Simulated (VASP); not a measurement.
## Sr3Pt: single point with PBE

Crystal: Sr3Pt.

```
Sr Pt
1.0
     5.14238    0.00000    0.00000
     0.00000    5.14238    0.00000
     0.00000    0.00000    5.14238
Sr Pt
3 1
Cartesian
  2.5712 0.0000 0.0000
  0.0000 2.5712 0.0000
  0.0000 0.0000 2.5712
  2.5712 2.5712 2.5712
```

| Quantity | Value |
| --- | --- |
| Program | VASP 6.6.1 |
| Task | single point |
| Functional | PBE |
| Potentials or basis | VASP PAW PBE potentials, release 64 (Sr_sv, Pt) |
| Cutoff | 520 eV |
| k mesh | 10 × 10 × 10 |
| Occupations | gaussian, width 0.1 eV |
| Spin | no spin polarisation |
| Dipole correction | no |
| Further INCAR settings | ALGO = Fast; EDIFF = 1e-06; NBANDS = 28 |

```
Pressure               : 0.0 GPa
Band gap on the k mesh : zero (bands 20 and 21 overlap by 1.39 eV)
```

Levels at points of the mesh, in eV from the Fermi level:
```
           k point  band 16  band 17  band 18  band 19  band 20  band 21  band 22  band 23  band 24  band 25
(0.00, 0.00, 0.00)    -2.21    -2.21    -2.21    -1.94     1.12     1.12     1.12     1.40     1.40     2.27
(0.50, 0.00, 0.00)    -2.11    -1.99    -1.99    -1.80    -0.42     0.74     0.74     1.04     2.33     2.33
(0.50, 0.50, 0.00)    -1.99    -1.99    -1.76    -1.05    -1.05    -0.27     0.62     1.25     1.42     1.42
(0.50, 0.50, 0.50)    -2.48    -1.83    -1.83     0.16     0.16     0.16     0.85     0.85     0.85     1.22
```

Wall time 2.4 min on 1 thread of AMD EPYC 9R45 (Zen 5), on a shared host, peak memory 0.34 GiB.

Caveat: spin-orbit coupling is left out, which moves the levels of the heavy elements.
